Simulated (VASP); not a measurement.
# BeCd (P2_13) in VASP: notebook

BeCd is run at these levels: PBE; tasks: single point, relaxation of cell and atoms.

Everything below comes from runs of VASP 6.6.1. Logs are shortened: lines on timing, memory, paths and dates and some standing lists are left out, and cuts for length are marked.

**1. The cell of the first run**

It takes space group P2_13 (No. 198, cubic). The conventional cell has a = 4.959 Å, b = 4.959 Å, c = 4.959 Å, α = 90.00°, β = 90.00°, γ = 90.00°. Within 3.4 Å of Be (site symmetry 3) lie 7 Cd at 2.54 to 2.72 Å and 6 Be at 3.05 Å. Cd (site symmetry 3) has 7 Be at 2.54 to 2.72 Å and 6 Cd at 3.06 Å within 3.4 Å.

**2. Single point, PBE**

INCAR

```
SYSTEM = BeCd
ALGO     = Normal         ! electronic algorithm
EDIFF    = 1E-6           ! SCF threshold, eV
ENCUT    = 520            ! plane-wave cutoff, eV
GGA      = PE             ! functional
ISIF     = 2              ! what is computed and relaxed
ISMEAR   = 0              ! smearing method
LASPH    = .TRUE.         ! aspherical terms in the spheres
LCHARG   = .FALSE.        ! write CHGCAR
LREAL    = .FALSE.        ! projectors in reciprocal space
LWAVE    = .FALSE.        ! write WAVECAR
NBANDS   = 38             ! bands
NELM     = 100            ! most SCF steps
PREC     = Accurate       ! precision mode
SIGMA    = 0.1            ! smearing width, eV
```

KPOINTS

```
k-points
0
G
  4 4 4
  0 0 0
```

POSCAR

```
BeCd
1.0
    4.9591940800      0.0000000000      0.0000000000
    0.0000000000      4.9591940800      0.0000000000
    0.0000000000      0.0000000000      4.9591940800
Be Cd
4 4
Direct
    0.1431598277      0.1431598277      0.1431598277
    0.3568401723      0.8568401723      0.6431598277
    0.6431598277      0.3568401723      0.8568401723
    0.8568401723      0.6431598277      0.3568401723
    0.8474711514      0.8474711514      0.8474711514
    0.6525288486      0.1525288486      0.3474711514
    0.3474711514      0.6525288486      0.1525288486
    0.1525288486      0.3474711514      0.6525288486
```

Potentials or basis: VASP PAW PBE potentials, release 64 (Be, Cd).

The run is started by

```
cat potpaw_PBE.64/Be/POTCAR potpaw_PBE.64/Cd/POTCAR > POTCAR
mpirun -np 1 vasp_std > vasp.out
```

OUTCAR:

```text
SYSTEM = BeCd
   EDIFF = 1E-6
   ENCUT = 520
   GGA = PE
   ISIF = 2
   ISMEAR = 0
   LASPH = .TRUE.
   LREAL = .FALSE.
   NELM = 100
   PREC = Accurate

 ion  position               nearest neighbor table
   1  0.143  0.143  0.143-   5 2.54   6 2.64   7 2.64   8 2.64   7 2.72   8 2.72   6 2.72
   2  0.357  0.857  0.643-   6 2.54   5 2.64   7 2.64   8 2.64   7 2.72   8 2.72   5 2.72
   3  0.643  0.357  0.857-   7 2.54   6 2.64   5 2.64   8 2.64   8 2.72   6 2.72   5 2.72
   4  0.857  0.643  0.357-   8 2.54   6 2.64   7 2.64   5 2.64   6 2.72   5 2.72   7 2.72
   5  0.847  0.847  0.847-   1 2.54   2 2.64   3 2.64   4 2.64   3 2.72   4 2.72   2 2.72   6 3.06
                             7 3.06   8 3.06   6 3.06   8 3.06   7 3.06
   6  0.653  0.153  0.347-   2 2.54   1 2.64   3 2.64   4 2.64   3 2.72   4 2.72   1 2.72   8 3.06
                             5 3.06   5 3.06   7 3.06   7 3.06   8 3.06
   7  0.347  0.653  0.153-   3 2.54   2 2.64   1 2.64   4 2.64   4 2.72   2 2.72   1 2.72   8 3.06
                             5 3.06   8 3.06   6 3.06   6 3.06   5 3.06
   8  0.153  0.347  0.653-   4 2.54   2 2.64   3 2.64   1 2.64   2 2.72   1 2.72   3 2.72   7 3.06
                             5 3.06   7 3.06   5 3.06   6 3.06   6 3.06

  LATTYP: Found a simple cubic cell.
 ALAT       =     4.9591940800

  Lattice vectors:

 A1 = (   4.9591940800,   0.0000000000,   0.0000000000)
 A2 = (   0.0000000000,   4.9591940800,   0.0000000000)
 A3 = (   0.0000000000,   0.0000000000,   4.9591940800)

Analysis of symmetry for initial positions (statically):
=====================================================================
 Subroutine PRICEL returns:
 Original cell was already a primitive cell.

 Routine SETGRP: Setting up the symmetry group for a
 simple cubic supercell.

 Subroutine GETGRP returns: Found 12 space group operations
 (whereof  3 operations were pure point group operations)
 out of a pool of 48 trial point group operations.

The static configuration has the point symmetry C_3 .
 The point group associated with its full space group is T   .

Analysis of symmetry for dynamics (positions and initial velocities):
=====================================================================
 Subroutine PRICEL returns:
 Original cell was already a primitive cell.

 Routine SETGRP: Setting up the symmetry group for a
 simple cubic supercell.

 Subroutine GETGRP returns: Found 12 space group operations
 (whereof  3 operations were pure point group operations)
 out of a pool of 48 trial point group operations.

The dynamic configuration has the point symmetry C_3 .
 The point group associated with its full space group is T   .

 Subroutine INISYM returns: Found 12 space group operations
 (whereof  3 operations are pure point group operations),
 and found     1 'primitive' translations

----------------------------------------------------------------------------------------

                                     Primitive cell

  volume of cell :     121.9645

  direct lattice vectors                    reciprocal lattice vectors
     4.959194080  0.000000000  0.000000000     0.201645667  0.000000000  0.000000000
     0.000000000  4.959194080  0.000000000     0.000000000  0.201645667  0.000000000
     0.000000000  0.000000000  4.959194080     0.000000000  0.000000000  0.201645667

  length of vectors
     4.959194080  4.959194080  4.959194080     0.201645667  0.201645667  0.201645667

  position of ions in fractional coordinates (direct lattice)
     0.143159828  0.143159828  0.143159828
     0.356840172  0.856840172  0.643159828
     0.643159828  0.356840172  0.856840172
     0.856840172  0.643159828  0.356840172
     0.847471151  0.847471151  0.847471151
     0.652528849  0.152528849  0.347471151
     0.347471151  0.652528849  0.152528849
     0.152528849  0.347471151  0.652528849

  ion indices of the primitive-cell ions
   primitive index   ion index
                 1           1
                 2           2
                 3           3
                 4           4
                 5           5
                 6           6
                 7           7
                 8           8

----------------------------------------------------------------------------------------

 KPOINTS: k-points

Automatic generation of k-mesh.
 Grid dimensions read from file:
 generate k-points for:    4    4    4

 Generating k-lattice:

  Cartesian coordinates                     Fractional coordinates (reciprocal lattice)
     0.050411417  0.000000000  0.000000000     0.250000000  0.000000000  0.000000000
     0.000000000  0.050411417  0.000000000     0.000000000  0.250000000  0.000000000
     0.000000000  0.000000000  0.050411417     0.000000000  0.000000000  0.250000000

  Length of vectors
     0.050411417  0.050411417  0.050411417

  Shift w.r.t. Gamma in fractional coordinates (k-lattice)
     0.000000000  0.000000000  0.000000000

 Subroutine IBZKPT returns following result:
 ===========================================

 Found     11 irreducible k-points:

 Following reciprocal coordinates:
            Coordinates               Weight
  0.000000  0.000000  0.000000      1.000000
  0.250000  0.000000  0.000000      6.000000
  0.500000  0.000000  0.000000      3.000000
  0.250000  0.250000  0.000000     12.000000
  0.500000  0.250000  0.000000      6.000000
 -0.250000  0.500000  0.000000      6.000000
  0.500000  0.500000  0.000000      3.000000
  0.250000  0.250000  0.250000      8.000000
  0.500000  0.250000  0.250000     12.000000
  0.500000  0.500000  0.250000      6.000000
  0.500000  0.500000  0.500000      1.000000
   k-points           NKPTS =     11   k-points in BZ     NKDIM =     11   number of bands    NBANDS=     38
   number of dos      NEDOS =    301   number of ions     NIONS =      8
   total plane-waves  NPLWV =  64000
   dimension x,y,z NGX =    40 NGY =   40 NGZ =   40
   dimension x,y,z NGXF=    80 NGYF=   80 NGZF=   80
   ions per type =               4   4
   NGX,Y,Z   is equivalent  to a cutoff of  13.41, 13.41, 13.41 a.u.
   NGXF,Y,Z  is equivalent  to a cutoff of  26.82, 26.82, 26.82 a.u.
 SYSTEM =  BeCd
   PREC   = accura    normal or accurate (medium, high low for compatibility)
   ISTART =      0    job   : 0-new  1-cont  2-samecut
   ICHARG =      2    charge: 1-file 2-atom 10-const
   ISPIN  =      1    spin polarized calculation?
   LNONCOLLINEAR =      F non collinear calculations
   LSORBIT =      F    spin-orbit coupling
   LASPH  =      T    aspherical Exc in radial PAW
   ENCUT  =  520.0 eV  38.22 Ry    6.18 a.u.   9.22  9.22  9.22*2*pi/ulx,y,z
   NELM   =    100;   NELMIN=  2; NELMDL= -5     # of ELM steps
   EDIFF  = 0.1E-05   stopping-criterion for ELM
   LREAL  =      F    real-space projection
   EDIFFG = 0.1E-04   stopping-criterion for IOM
   NSW    =      0    number of steps for IOM
   IBRION =     -1    ionic relax: 0-MD 1-quasi-New 2-CG
   NFREE  =      0    steps in history (QN), initial steepest desc. (CG)
   ISIF   =      2    stress and relaxation
   ISYM   =      2    0-nonsym 1-usesym 2-fastsym
   POTIM  = 0.5000    time-step for ionic-motion
   TEBEG  =    0.0;   TEEND  =   0.0 temperature during run
   PSTRESS=    0.0 pullay stress
   NELECT =      56.0000    total number of electrons
   NUPDOWN=      -1.0000    fix difference up-down
   EMIN   =  10.00;   EMAX   =-10.00  energy-range for DOS
   EFERMI =   0.00;   METHOD = LEGACY
   ISMEAR =     0;   SIGMA  =   0.10  broadening in eV -4-tet -1-fermi 0-gaus
   EFERMI_NEDOS =   21; number of points for ismear=-14 and -15
   IALGO  =     38    algorithm
   IMIX   =      4    mixing-type and parameters
     AMIX     =   0.40;   BMIX     =  1.00
     AMIX_MAG =   1.60;   BMIX_MAG =  1.00
  volume/ion in A,a.u.               =      15.25       102.88
  Fermi-wavevector in a.u.,A,eV,Ry     =   1.262970  2.386667 21.702564  1.595093
  Thomas-Fermi vector in A             =   2.396351
   LORBIT       =      0    0 simple, 1 ext, 2 COOP (PROOUT), +10 PAW based schemes
   GGA     = PE    functional components
   LHFCALC =     F    Hartree Fock is set to
   AEXX    =    0.0000 exact exchange contribution
   IVDW    =     0    specifies the selected vdW correction
   LEPSILON=     F    determine dielectric tensor
   LRPA    =     F    only Hartree local field effects (RPA)
 non-spin polarized calculation
 Gauss-broadening in eV      SIGMA  =   0.10
  energy-cutoff  :      520.00
  volume of cell :      121.96
 maximum number of plane-waves:      3328
 NGX is ok and might be reduce to    40
   NGX = 19   NGY = 19   NGZ = 19

 number of electron      56.0000013 magnetization

 Free energy of the ion-electron system (eV)
  ---------------------------------------------------
  ext. energy  EPLUGINS =         0.00000000
  ---------------------------------------------------
  free energy    TOTEN  =       -14.16015874 eV

  energy without entropy =      -14.14916158  energy(sigma->0) =      -14.15466016

 E-fermi :   4.2677     XC(G=0): -10.8787

 val. band max:        4.2155608369   @ k =   0.2500   0.2500   0.2500
 cond. band min:       4.2730831069   @ k =   0.2500   0.0000   0.0000
 fundamental gap:      0.0575222699
 Fermi energy:         4.2677078479

 k-point     1 :       0.0000    0.0000    0.0000
  band No.  band energies     occupation
      1      -5.6795      2.00000
      2      -5.6671      2.00000
      3      -5.6671      2.00000
      4      -5.6671      2.00000
      5      -5.5738      2.00000
      6      -5.5738      2.00000
[... 30 lines left out ...]
     37       8.4498      0.00000
     38       8.4498      0.00000

 k-point     2 :       0.2500    0.0000    0.0000
  band No.  band energies     occupation
      1      -5.7230      2.00000
      2      -5.6743      2.00000
      3      -5.6741      2.00000
      4      -5.6112      2.00000
      5      -5.6006      2.00000
      6      -5.4491      2.00000
[... 30 lines left out ...]
     37       8.8998      0.00000
     38       9.8109      0.00000
[... 326 lines left out ...]
     37       9.8337      0.00000
     38       9.8337      0.00000

 k-point    11 :       0.5000    0.5000    0.5000
  band No.  band energies     occupation
      1      -5.5293      2.00000
      2      -5.5293      2.00000
      3      -5.5293      2.00000
      4      -5.5293      2.00000
      5      -5.5113      2.00000
      6      -5.5113      2.00000
[... 30 lines left out ...]
     37      11.0459      0.00000
     38      11.0459      0.00000

------------------------ aborting loop because EDIFF is reached ----------------------------------------

  FORCE on cell =-STRESS in cart. coord.  units (eV):
  Direction    XX          YY          ZZ          XY          YZ          ZX
  --------------------------------------------------------------------------------------
  -------------------------------------------------------------------------------------
  Total        0.1239048      0.1239048      0.1239048      0.0000000     -0.0000000      0.0000000
  in kB        1.6276665      1.6276665      1.6276665      0.0000000     -0.0000000      0.0000000
  external PRESSURE =       1.6276665 kB  Pullay stress =       0.0000000 kB

 VOLUME and BASIS-vectors are now :
 -----------------------------------------------------------------------------
  energy-cutoff  :      520.00
  volume of cell :      121.96
      direct lattice vectors                 reciprocal lattice vectors
     4.959194080  0.000000000  0.000000000     0.201645667  0.000000000  0.000000000
     0.000000000  4.959194080  0.000000000     0.000000000  0.201645667  0.000000000
     0.000000000  0.000000000  4.959194080     0.000000000  0.000000000  0.201645667

 POSITION                                       TOTAL-FORCE (eV/Angst)
 -----------------------------------------------------------------------------------
      0.70996      0.70996      0.70996        -0.003686     -0.003686     -0.003686
      1.76964      4.24924      3.18955         0.003686      0.003686     -0.003686
      3.18955      1.76964      4.24924        -0.003686      0.003686      0.003686
      4.24924      3.18955      1.76964         0.003686     -0.003686      0.003686
      4.20277      4.20277      4.20277         0.007760      0.007760      0.007760
      3.23602      0.75642      1.72318        -0.007760     -0.007760      0.007760
      1.72318      3.23602      0.75642         0.007760     -0.007760     -0.007760
      0.75642      1.72318      3.23602        -0.007760      0.007760     -0.007760
 -----------------------------------------------------------------------------------
    total drift:                               -0.000000      0.000000      0.000000

  FREE ENERGIE OF THE ION-ELECTRON SYSTEM (eV)
  ---------------------------------------------------
  free  energy   TOTEN  =       -14.1601587379 eV

  energy  without entropy=      -14.1491615773  energy(sigma->0) =      -14.15466016
```

Wall time 33 s (1 thread of Intel Xeon Platinum 8375C at 2.90GHz (Ice Lake), shared host); peak memory 0.24 GiB.

What came out:

```yaml
Free_energy: -14.1602 eV
Pressure: 0.2 GPa
Largest_force: 0.013 eV/Å
Band_gap_on_the_k_mesh: zero (band 28 reaches 5.94 eV, above the bottom of band 29 at 3.63 eV)
```

Forces on the atoms (eV/Å):
```
Be  -0.004 -0.004 -0.004
Be   0.004  0.004 -0.004
Be  -0.004  0.004  0.004
Be   0.004 -0.004  0.004
Cd   0.008  0.008  0.008
Cd  -0.008 -0.008  0.008
Cd   0.008 -0.008 -0.008
Cd  -0.008  0.008 -0.008
```

Levels at points of the mesh, in eV from the Fermi level:
```
           k point  band 25  band 26  band 27  band 28  band 29  band 30  band 31  band 32
(0.00, 0.00, 0.00)    -3.07    -3.07    -3.07     1.67     1.67     2.07     2.07     2.07
(0.50, 0.00, 0.00)    -1.96    -1.96    -1.79    -1.79    -0.64    -0.64     3.21     3.21
(0.50, 0.50, 0.00)    -1.34    -1.34    -1.29    -1.29     0.70     0.70     0.82     0.82
(0.50, 0.50, 0.50)    -4.60    -4.60    -4.60    -4.60     4.75     4.75     4.75     4.75
```

**3. Relaxation of cell and atoms, PBE**

This run uses another cell than the first one, of 14.50 Å³/atom, 0.951 times its volume.

INCAR

```
PREC = Accurate ; ENCUT = 600
EDIFF = 1E-6 ; ISMEAR = 0
SIGMA = 0.1 ; LREAL = False
LASPH = True ; NELM = 60
ALGO = Fast ; ISIF = 3
LWAVE = False ; LCHARG = False
GGA = PE ; IBRION = 2
NSW = 90 ; EDIFFG = -0.04
```

KPOINTS

```
regular mesh
0
Gamma
  4 4 4
```

POSCAR

```
BeCd
1.0
    4.8773166843      0.0000000000      0.0000000000
    0.0000000000      4.8773166843      0.0000000000
    0.0000000000      0.0000000000      4.8773166843
Be Cd
4 4
Direct
    0.1340000000      0.1340000000      0.1340000000
    0.3660000000      0.8660000000      0.6340000000
    0.6340000000      0.3660000000      0.8660000000
    0.8660000000      0.6340000000      0.3660000000
    0.8445000000      0.8445000000      0.8445000000
    0.6555000000      0.1555000000      0.3445000000
    0.3445000000      0.6555000000      0.1555000000
    0.1555000000      0.3445000000      0.6555000000
```

Potentials or basis: VASP PAW PBE potentials, release 64 (Be, Cd).

The run is started by

```
cat potpaw_PBE.64/Be/POTCAR potpaw_PBE.64/Cd/POTCAR > POTCAR
mpirun -np 1 vasp_std > vasp.out
```

Wall time 2.6 min (1 thread of Intel Xeon Platinum 8375C at 2.90GHz (Ice Lake), shared host); peak memory 0.26 GiB.

The run converged. Its results:

```
Free energy                            : -14.1558 eV
Relaxed volume                         : 15.28 Å³/atom
Relaxed cell                           : a = 4.963 Å, b = 4.963 Å, c = 4.963 Å, α = 90.00°, β = 90.00°, γ = 90.00°
Space group after relaxing (to 0.05 Å) : P2_13 (No. 198)
Energy gained by relaxing              : 20.1 meV/atom
Ionic steps                            : 7
Pressure after relaxing                : -0.1 GPa
Largest force after relaxing           : 0.029 eV/Å
Band gap on the k mesh                 : zero (band 28 reaches 5.92 eV, above the bottom of band 29 at 3.61 eV)
```

Forces on the atoms (eV/Å):
```
Be  -0.008 -0.008 -0.008
Be   0.008  0.008 -0.008
Be  -0.008  0.008  0.008
Be   0.008 -0.008  0.008
Cd   0.017  0.017  0.017
Cd  -0.017 -0.017  0.017
Cd   0.017 -0.017 -0.017
Cd  -0.017  0.017 -0.017
```

The path:
| step | energy change (eV) | largest force (eV/Å) | pressure (GPa) | volume (Å³) |
| --- | --- | --- | --- | --- |
| 1 | 0.0000 | 0.4663 | 5.08 | 116.02 |
| 2 | -0.1257 | 0.2326 | -0.83 | 123.91 |
| 3 | -0.1266 | 0.2484 | -0.45 | 123.27 |
| 4 | -0.1398 | 0.1927 | -0.35 | 122.94 |
| 5 | -0.1596 | 0.0474 | 0.13 | 121.93 |
| 6 | -0.1599 | 0.0431 | 0.19 | 121.80 |
| 7 | -0.1605 | 0.0290 | -0.13 | 122.28 |

Final structure:
```
Be Cd
1.0
     4.96344    0.00000    0.00000
     0.00000    4.96344    0.00000
     0.00000    0.00000    4.96344
Be Cd
4 4
Direct
  0.14323 0.14323 0.14323
  0.35677 0.85677 0.64323
  0.64323 0.35677 0.85677
  0.85677 0.64323 0.35677
  0.84701 0.84701 0.84701
  0.65299 0.15299 0.34701
  0.34701 0.65299 0.15299
  0.15299 0.34701 0.65299
```

Levels at points of the mesh, in eV from the Fermi level:
```csv
k point,band 24,band 25,band 26,band 27,band 28,band 29,band 30,band 31,band 32,band 33
"(0.00, 0.00, 0.00)",-3.82,-3.07,-3.07,-3.07,1.67,1.67,2.07,2.07,2.07,2.36
"(0.50, 0.00, 0.00)",-3.01,-1.96,-1.96,-1.79,-1.79,-0.64,-0.64,3.20,3.20,3.47
"(0.50, 0.50, 0.00)",-6.50,-1.34,-1.34,-1.29,-1.29,0.70,0.70,0.81,0.81,4.74
"(0.50, 0.50, 0.50)",-5.30,-4.59,-4.59,-4.59,-4.59,4.75,4.75,4.75,4.75,4.82
```
